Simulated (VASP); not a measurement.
Wanted: the native input for a VASP 6.6.1 run.

```
Task                   : single point
Functional             : r2SCAN
Potentials or basis    : VASP PAW PBE potentials, release 64 (Mo_sv)
Cutoff                 : 520 eV
k mesh                 : 18 × 18 × 18
Occupations            : gaussian, width 0.15 eV
Spin                   : no spin polarisation
Dipole correction      : no
Further INCAR settings : ALGO = Normal; EDIFF = 1e-06; NBANDS = 13
```

The system is Mo.

```
Mo
1.0
     2.81758    0.00000    0.00000
    -1.40879    2.44009    0.00000
     0.00000    0.00000    2.63184
Mo
1
Cartesian
  0.0000 0.0000 1.3159
```

This cell differs from its parent crystal: strain +0.030 along x and y, +0.030 along z.

The input as run:

POSCAR

```
Mo
1.0
    2.8175757091      0.0000000000      0.0000000000
   -1.4087878546      2.4400921412      0.0000000000
    0.0000000000      0.0000000000      2.6318361210
Mo
1
Direct
    0.0000000000      0.0000000000      0.5000000000
```

INCAR.step1

```
SYSTEM = Mo
PREC     = Accurate       ! precision mode
ENCUT    = 520            ! plane-wave cutoff, eV
ISMEAR   = 0              ! smearing method
SIGMA    = 0.15           ! smearing width, eV
LREAL    = .FALSE.        ! projectors in reciprocal space
LASPH    = .TRUE.         ! aspherical terms in the spheres
NELM     = 80             ! most SCF steps
NBANDS   = 13             ! bands
GGA      = PE             ! functional
ALGO     = Normal         ! electronic algorithm
EDIFF    = 1E-4           ! SCF threshold, eV
LWAVE    = .TRUE.         ! write WAVECAR
LCHARG   = .FALSE.        ! write CHGCAR
```

INCAR.step2

```
SYSTEM = Mo
PREC     = Accurate       ! precision mode
ENCUT    = 520            ! plane-wave cutoff, eV
EDIFF    = 1E-6           ! SCF threshold, eV
ISMEAR   = 0              ! smearing method
SIGMA    = 0.15           ! smearing width, eV
LREAL    = .FALSE.        ! projectors in reciprocal space
LASPH    = .TRUE.         ! aspherical terms in the spheres
NELM     = 80             ! most SCF steps
ALGO     = Normal         ! electronic algorithm
ISIF     = 2              ! what is computed and relaxed
LWAVE    = .FALSE.        ! write WAVECAR
LCHARG   = .TRUE.         ! write CHGCAR
METAGGA  = R2SCAN         ! meta-GGA
LMIXTAU  = .TRUE.       
LELF     = .TRUE.         ! ELF
LVHAR    = .TRUE.       
NBANDS   = 13             ! bands
ISTART   = 1
```

KPOINTS

```
Automatic mesh
0
G
  18 18 18
  0 0 0
```

Potentials or basis: VASP PAW PBE potentials, release 64 (Mo_sv).

The run is started by

```sh
$ cat potpaw_PBE.64/Mo_sv/POTCAR > POTCAR
$ cp INCAR.step1 INCAR
$ mpirun -np 1 vasp_std > vasp.out
$ cp INCAR.step2 INCAR
$ mpirun -np 1 vasp_std > vasp.out
```

It gave:

```
Pressure               : -15.2 GPa
Band gap on the k mesh : zero (bands 7 and 8 overlap by 1.56 eV)
```

Caveat: the cell differs from its parent crystal (strain +0.030 along x and y, +0.030 along z); the cell stands under tension; the PAW data sets were made with another functional, which shifts forces and pressure a little.

Run time: 88 s on 1 thread of Intel(R) Xeon(R) 6975P-C (Granite Rapids), with other jobs on the host, peak memory 0.2 GiB.
